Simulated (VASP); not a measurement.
# C (R-3m) in VASP: notebook

The runs below take C through single point, with r2SCAN.

All numbers are computed with VASP 6.6.1; they aren't measurements. Logs are shortened: lines on timing, memory, paths and dates and some standing lists are left out, and cuts for length are marked.

## (1) The cell of the first run

Symmetry: R-3m, No. 166, trigonal system. The conventional cell has a = 2.517 Å, b = 2.517 Å, c = 10.041 Å, α = 90.00°, β = 90.00°, γ = 120.00°. Within 1.9 Å of C (site symmetry 3m) lie 3 C at 1.45 Å.

## (2) Single point, r2SCAN (strain +0.025 along x and y, +0.000 along z)

POSCAR reads:

```
C
1.0
    1.2587270051      0.7267263753      3.3470108394
   -1.2587270051      0.7267263753      3.3470108394
    0.0000000000     -1.4534527505      3.3470108394
C
2
Direct
    0.1640000000      0.1640000000      0.1640000000
    0.8360000000      0.8360000000      0.8360000000
```

INCAR.step1 reads:

```
ALGO = Normal
EDIFF = 1E-4
ENCUT = 520
GGA = PE
ISMEAR = 0
LASPH = True
LCHARG = False
LREAL = False
LWAVE = True
NBANDS = 11
NELM = 80
PREC = Accurate
SIGMA = 0.05
```

INCAR.step2 reads:

```
ALGO = Normal
EDIFF = 1E-6
ENCUT = 520
ISIF = 2
ISMEAR = 0
ISTART = 1
LASPH = True
LCHARG = True
LELF = True
LMIXTAU = True
LREAL = False
LVHAR = True
LWAVE = False
METAGGA = R2SCAN
NBANDS = 11
NELM = 80
PREC = Accurate
SIGMA = 0.05
```

KPOINTS reads:

```
k-points
0
Gamma
  12 12 12
```

Potentials or basis: VASP PAW PBE potentials, release 64 (C).

Started as:

```
cat potpaw_PBE.64/C/POTCAR > POTCAR
cp INCAR.step1 INCAR
mpirun -np 1 vasp_std > vasp.out
cp INCAR.step2 INCAR
mpirun -np 1 vasp_std > vasp.out
```

OUTCAR:

```text
EDIFF = 1E-6
   ENCUT = 520
   ISIF = 2
   ISMEAR = 0
   ISTART = 1
   LASPH = True
   LREAL = False
   METAGGA = R2SCAN
   NELM = 80
   PREC = Accurate

 ion  position               nearest neighbor table
   1  0.164  0.164  0.164-   2 1.45   2 1.45   2 1.45
   2  0.836  0.836  0.836-   1 1.45   1 1.45   1 1.45

  LATTYP: Found a trigonal (rhomboedric) cell.
 ALAT       =     3.6489733429
 COS(alpha) =     0.7620138332

  Lattice vectors:

 A1 = (   1.2587270051,   0.7267263753,   3.3470108394)
 A2 = (  -1.2587270051,   0.7267263753,   3.3470108394)
 A3 = (   0.0000000000,  -1.4534527505,   3.3470108394)

Analysis of symmetry for initial positions (statically):
=====================================================================
 Subroutine PRICEL returns:
 Original cell was already a primitive cell.

 Routine SETGRP: Setting up the symmetry group for a
 trigonal (rhombohedral) supercell.

 Subroutine GETGRP returns: Found 12 space group operations
 (whereof 12 operations were pure point group operations)
 out of a pool of 12 trial point group operations.

The static configuration has the point symmetry D_3d.

Analysis of symmetry for dynamics (positions and initial velocities):
=====================================================================
 Subroutine PRICEL returns:
 Original cell was already a primitive cell.

 Routine SETGRP: Setting up the symmetry group for a
 trigonal (rhombohedral) supercell.

 Subroutine GETGRP returns: Found 12 space group operations
 (whereof 12 operations were pure point group operations)
 out of a pool of 12 trial point group operations.

The dynamic configuration has the point symmetry D_3d.

 Subroutine INISYM returns: Found 12 space group operations
 (whereof 12 operations are pure point group operations),
 and found     1 'primitive' translations

----------------------------------------------------------------------------------------

                                     Primitive cell

  volume of cell :      18.3701

  direct lattice vectors                    reciprocal lattice vectors
     1.258727005  0.726726375  3.347010839     0.397226720  0.229338954  0.099591352
    -1.258727005  0.726726375  3.347010839    -0.397226720  0.229338954  0.099591352
     0.000000000 -1.453452750  3.347010839     0.000000000 -0.458677908  0.099591352

  length of vectors
     3.648973343  3.648973343  3.648973343     0.469365381  0.469365381  0.469365380

  position of ions in fractional coordinates (direct lattice)
     0.164000000  0.164000000  0.164000000
     0.836000000  0.836000000  0.836000000

  ion indices of the primitive-cell ions
   primitive index   ion index
                 1           1
                 2           2

----------------------------------------------------------------------------------------

 KPOINTS: k-points

Automatic generation of k-mesh.
 Grid dimensions read from file:
 generate k-points for:   12   12   12

 Generating k-lattice:

  Cartesian coordinates                     Fractional coordinates (reciprocal lattice)
     0.033102227  0.019111579  0.008299279     0.083333333  0.000000000 -0.000000000
    -0.033102227  0.019111579  0.008299279     0.000000000  0.083333333 -0.000000000
     0.000000000 -0.038223159  0.008299279     0.000000000  0.000000000  0.083333333

  Length of vectors
     0.039113782  0.039113782  0.039113782

  Shift w.r.t. Gamma in fractional coordinates (k-lattice)
     0.000000000  0.000000000  0.000000000

 Subroutine IBZKPT returns following result:
 ===========================================

 Found    189 irreducible k-points:

 Following reciprocal coordinates:
            Coordinates               Weight
  0.000000  0.000000  0.000000      1.000000
  0.083333  0.000000  0.000000      6.000000
  0.166667  0.000000  0.000000      6.000000
  0.250000  0.000000  0.000000      6.000000
  0.333333 -0.000000  0.000000      6.000000
  0.416667  0.000000  0.000000      6.000000
[... 16 lines left out ...]
  0.500000  0.166667  0.000000     12.000000
 -0.416667  0.166667  0.000000     12.000000
 [... further k-points ...]
   k-points           NKPTS =    189   k-points in BZ     NKDIM =    189   number of bands    NBANDS=     11
   number of dos      NEDOS =    301   number of ions     NIONS =      2
   total plane-waves  NPLWV =  21952
   dimension x,y,z NGX =    28 NGY =   28 NGZ =   28
   dimension x,y,z NGXF=    56 NGYF=   56 NGZF=   56
   ions per type =               2
   NGX,Y,Z   is equivalent  to a cutoff of  12.76, 12.76, 12.76 a.u.
   NGXF,Y,Z  is equivalent  to a cutoff of  25.51, 25.51, 25.51 a.u.
 SYSTEM =  unknown system
   PREC   = accura    normal or accurate (medium, high low for compatibility)
   ISTART =      1    job   : 0-new  1-cont  2-samecut
   ICHARG =      0    charge: 1-file 2-atom 10-const
   ISPIN  =      1    spin polarized calculation?
   LNONCOLLINEAR =      F non collinear calculations
   LSORBIT =      F    spin-orbit coupling
   LASPH  =      T    aspherical Exc in radial PAW
   ENCUT  =  520.0 eV  38.22 Ry    6.18 a.u.   6.78  6.78  6.78*2*pi/ulx,y,z
   NELM   =     80;   NELMIN=  2; NELMDL=  0     # of ELM steps
   EDIFF  = 0.1E-05   stopping-criterion for ELM
   LREAL  =      F    real-space projection
   EDIFFG = 0.1E-04   stopping-criterion for IOM
   NSW    =      0    number of steps for IOM
   IBRION =     -1    ionic relax: 0-MD 1-quasi-New 2-CG
   NFREE  =      0    steps in history (QN), initial steepest desc. (CG)
   ISIF   =      2    stress and relaxation
   ISYM   =      2    0-nonsym 1-usesym 2-fastsym
   POTIM  = 0.5000    time-step for ionic-motion
   TEBEG  =    0.0;   TEEND  =   0.0 temperature during run
   PSTRESS=    0.0 pullay stress
   NELECT =       8.0000    total number of electrons
   NUPDOWN=      -1.0000    fix difference up-down
   EMIN   =  10.00;   EMAX   =-10.00  energy-range for DOS
   EFERMI =   0.00;   METHOD = LEGACY
   ISMEAR =     0;   SIGMA  =   0.05  broadening in eV -4-tet -1-fermi 0-gaus
   EFERMI_NEDOS =   21; number of points for ismear=-14 and -15
   IALGO  =     38    algorithm
   IMIX   =      4    mixing-type and parameters
     AMIX     =   0.40;   BMIX     =  1.00
     AMIX_MAG =   1.60;   BMIX_MAG =  1.00
  volume/ion in A,a.u.               =       9.19        61.98
  Fermi-wavevector in a.u.,A,eV,Ry     =   1.240894  2.344949 20.950481  1.539817
  Thomas-Fermi vector in A             =   2.375315
   LORBIT       =      0    0 simple, 1 ext, 2 COOP (PROOUT), +10 PAW based schemes
   METAGGA = R2SCAN    functional components
   LHFCALC =     F    Hartree Fock is set to
   AEXX    =    0.0000 exact exchange contribution
   IVDW    =     0    specifies the selected vdW correction
   LEPSILON=     F    determine dielectric tensor
   LRPA    =     F    only Hartree local field effects (RPA)
 non-spin polarized calculation
 Gauss-broadening in eV      SIGMA  =   0.05
  energy-cutoff  :      520.00
  volume of cell :       18.37
 maximum number of plane-waves:       517
   NGX = 13   NGY = 13   NGZ = 13

 number of electron       8.0000000 magnetization

 Free energy of the ion-electron system (eV)
  ---------------------------------------------------
  ext. energy  EPLUGINS =         0.00000000
  ---------------------------------------------------
  free energy    TOTEN  =       -19.77085490 eV

  energy without entropy =      -19.77085490  energy(sigma->0) =      -19.77085490

 E-fermi :   4.1897     XC(G=0): -10.9967

 val. band max:        3.8600644723   @ k =  -0.3333   0.3333   0.0000
 cond. band min:       4.6730013340   @ k =  -0.3333   0.3333   0.0000
 fundamental gap:      0.8129368617
 Fermi energy:         4.1896646150

 k-point     1 :       0.0000    0.0000    0.0000
  band No.  band energies     occupation
      1     -16.0925      2.00000
      2      -2.1908      2.00000
      3       1.0929      2.00000
      4       1.0929      2.00000
      5       8.9670      0.00000
      6      12.5589      0.00000
      7      12.5589      0.00000
      8      15.7676      0.00000
      9      15.9147      0.00000
     10      27.4101      0.00000
     11      30.9886      0.00000

 k-point     2 :       0.0833    0.0000    0.0000
  band No.  band energies     occupation
      1     -15.9218      2.00000
      2      -2.0233      2.00000
      3       0.4045      2.00000
      4       0.7584      2.00000
      5       9.1987      0.00000
      6      12.6286      0.00000
      7      13.2485      0.00000
      8      15.1958      0.00000
      9      16.2836      0.00000
     10      27.9247      0.00000
     11      29.2262      0.00000

 k-point     3 :       0.1667    0.0000    0.0000
  band No.  band energies     occupation
      1     -15.4119      2.00000
      2      -1.5390      2.00000
      3      -1.2970      2.00000
      4      -0.0265      2.00000
      5       9.8699      0.00000
      6      12.5227      0.00000
      7      13.7243      0.00000
      8      15.0766      0.00000
      9      17.4469      0.00000
     10      26.4299      0.00000
     11      28.3060      0.00000

 k-point     4 :       0.2500    0.0000    0.0000
  band No.  band energies     occupation
      1     -14.5706      2.00000
      2      -3.4977      2.00000
      3      -0.9000      2.00000
      4      -0.6995      2.00000
      5      10.5896      0.00000
      6      12.0068      0.00000
      7      12.3103      0.00000
      8      17.5986      0.00000
      9      19.0167      0.00000
     10      24.2595      0.00000
     11      26.6673      0.00000
[... 239 lines left out ...]
 k-point    22 :       0.4167    0.1667   -0.0000
  band No.  band energies     occupation
      1     -12.8795      2.00000
      2      -5.7022      2.00000
      3      -3.3164      2.00000
      4       0.5020      2.00000
      5       8.7061      0.00000
      6      14.1234      0.00000
      7      14.6449      0.00000
      8      16.8679      0.00000
      9      19.7871      0.00000
     10      23.5387      0.00000
     11      26.3053      0.00000

 k-point    23 :       0.5000    0.1667    0.0000
  band No.  band energies     occupation
      1     -11.4764      2.00000
      2      -7.6540      2.00000
      3      -3.9059      2.00000
      4       1.7978      2.00000
      5       6.9900      0.00000
      6      14.2807      0.00000
      7      15.6239      0.00000
      8      17.8453      0.00000
      9      19.5695      0.00000
     10      23.0062      0.00000
     11      27.0842      0.00000

 k-point    24 :      -0.4167    0.1667    0.0000
  band No.  band energies     occupation
      1     -10.3554      2.00000
      2      -8.9814      2.00000
      3      -4.0990      2.00000
      4       2.8473      2.00000
      5       5.8465      0.00000
      6      14.1841      0.00000
      7      16.1367      0.00000
      8      17.0398      0.00000
      9      20.1703      0.00000
     10      23.4757      0.00000
     11      27.4959      0.00000

 [... further k-points ...]
[... 5 lines left out ...]
  --------------------------------------------------------------------------------------
  -------------------------------------------------------------------------------------
  Total       -3.1777625     -3.1777625      0.1133118      0.0000000      0.0000000      0.0000000
  in kB     -277.1540161   -277.1540161      9.8826814      0.0000000      0.0000000      0.0000000
  external PRESSURE =    -181.4751170 kB  Pullay stress =       0.0000000 kB

 VOLUME and BASIS-vectors are now :
 -----------------------------------------------------------------------------
  energy-cutoff  :      520.00
  volume of cell :       18.37
      direct lattice vectors                 reciprocal lattice vectors
     1.258727005  0.726726375  3.347010839     0.397226720  0.229338954  0.099591352
    -1.258727005  0.726726375  3.347010839    -0.397226720  0.229338954  0.099591352
     0.000000000 -1.453452750  3.347010839     0.000000000 -0.458677908  0.099591352

 POSITION                                       TOTAL-FORCE (eV/Angst)
 -----------------------------------------------------------------------------------
      0.00000      0.00000      1.64673         0.000000      0.000000      0.887046
      0.00000      0.00000      8.39430         0.000000     -0.000000     -0.887046
 -----------------------------------------------------------------------------------
    total drift:                                0.000000     -0.000000      0.000000

  FREE ENERGIE OF THE ION-ELECTRON SYSTEM (eV)
  ---------------------------------------------------
  free  energy   TOTEN  =       -19.7708548978 eV

  energy  without entropy=      -19.7708548978  energy(sigma->0) =      -19.77085490
```

Run time: 2.7 min. Hardware: 1 thread of AMD EPYC 9R45 (Zen 5), shared host; peak memory 0.14 GiB.

Results:

| Property | Result |
| --- | --- |
| Free energy | -19.7709 eV |
| Pressure | -18.1 GPa |
| Largest force | 0.887 eV/Å |
| Band gap on the k mesh | 0.81 eV, direct |

Forces on the atoms (eV/Å):
```
C    0.000  0.000  0.887
C    0.000  0.000 -0.887
```

Stress tensor (GPa, compression positive):
```
-27.72   0.00   0.00
  0.00 -27.72   0.00
  0.00   0.00   0.99
```

Levels at points of the mesh, in eV from the valence-band top:
```
           k point  band 1  band 2  band 3  band 4  band 5  band 6  band 7  band 8
(0.00, 0.00, 0.00)  -19.95   -6.05   -2.77   -2.77    5.11    8.70    8.70   11.91
(0.50, 0.00, 0.00)  -14.67  -13.21   -6.12   -1.51    2.37    7.67   13.03   13.22
(0.50, 0.50, 0.00)  -14.55  -13.12   -6.19   -2.40    1.87    7.24   13.73   16.46
(0.50, 0.50, 0.50)  -19.64   -8.16   -2.79   -2.79    8.65    8.65   11.73   12.00
```

Caveat: the cell differs from its parent crystal (strain +0.025 along x and y, +0.000 along z); the PAW data sets were made with another functional, which shifts forces and pressure a little. A k mesh can miss the band edges.

## (3) Single point, r2SCAN (strain +0.050 along x and y, -0.025 along z)

POSCAR reads:

```
C
1.0
    1.2894276638      0.7444514088      3.2633355684
   -1.2894276638      0.7444514088      3.2633355684
    0.0000000000     -1.4889028176      3.2633355684
C
2
Direct
    0.1640000000      0.1640000000      0.1640000000
    0.8360000000      0.8360000000      0.8360000000
```

INCAR.step1 reads:

```
PREC = Accurate
ENCUT = 520
ISMEAR = 0
SIGMA = 0.05
LREAL = F
LASPH = T
NELM = 80
NBANDS = 11
GGA = PE
ALGO = Normal
EDIFF = 1E-4
LWAVE = T
LCHARG = F
```

INCAR.step2 reads:

```
PREC = Accurate
ENCUT = 520
EDIFF = 1E-6
ISMEAR = 0
SIGMA = 0.05
LREAL = F
LASPH = T
NELM = 80
ALGO = Normal
ISIF = 2
LWAVE = F
LCHARG = F
METAGGA = R2SCAN
LMIXTAU = T
NBANDS = 11
ISTART = 1
```

KPOINTS reads:

```
Automatic mesh
0
Gamma
  12 12 12
```

Potentials or basis: VASP PAW PBE potentials, release 64 (C).

Started as:

```
cat potpaw_PBE.64/C/POTCAR > POTCAR
cp INCAR.step1 INCAR
mpirun -np 1 vasp_std > vasp.out
cp INCAR.step2 INCAR
mpirun -np 1 vasp_std > vasp.out
```

Wall time 2.3 min (1 thread of AMD EPYC 9R45 (Zen 5), shared host); peak memory 0.14 GiB.

The run converged. Its results:

```
Free energy            : -19.5436 eV
Pressure               : -33.4 GPa
Largest force          : 0.828 eV/Å
Band gap on the k mesh : 0.95 eV, direct
```

Forces in eV/Å, atoms in the order of the input:
```
C    0.000  0.000  0.828
C    0.000  0.000 -0.828
```

Stress tensor (GPa, compression positive):
```
-51.33   0.00   0.00
  0.00 -51.33   0.00
  0.00   0.00   2.35
```

Levels at points of the mesh, in eV from the valence-band top:
| k point | band 1 | band 2 | band 3 | band 4 | band 5 | band 6 | band 7 | band 8 | band 9 |
| --- | --- | --- | --- | --- | --- | --- | --- | --- | --- |
| (0.00, 0.00, 0.00) | -19.33 | -5.31 | -2.69 | -2.69 | 5.72 | 8.34 | 8.34 | 10.56 | 11.09 |
| (0.50, 0.00, 0.00) | -14.34 | -12.70 | -5.81 | -1.22 | 2.40 | 7.09 | 13.05 | 13.45 | 18.58 |
| (0.50, 0.50, 0.00) | -14.18 | -12.59 | -5.91 | -2.26 | 1.88 | 6.59 | 13.75 | 16.86 | 18.87 |
| (0.50, 0.50, 0.50) | -18.94 | -7.75 | -2.72 | -2.72 | 8.28 | 8.28 | 10.30 | 11.30 | 12.88 |

Caveat: the cell differs from its parent crystal (strain +0.050 along x and y, -0.025 along z); the PAW data sets were made with another functional, which shifts forces and pressure a little. A k mesh can miss the band edges.

[end of part 1 of 3]
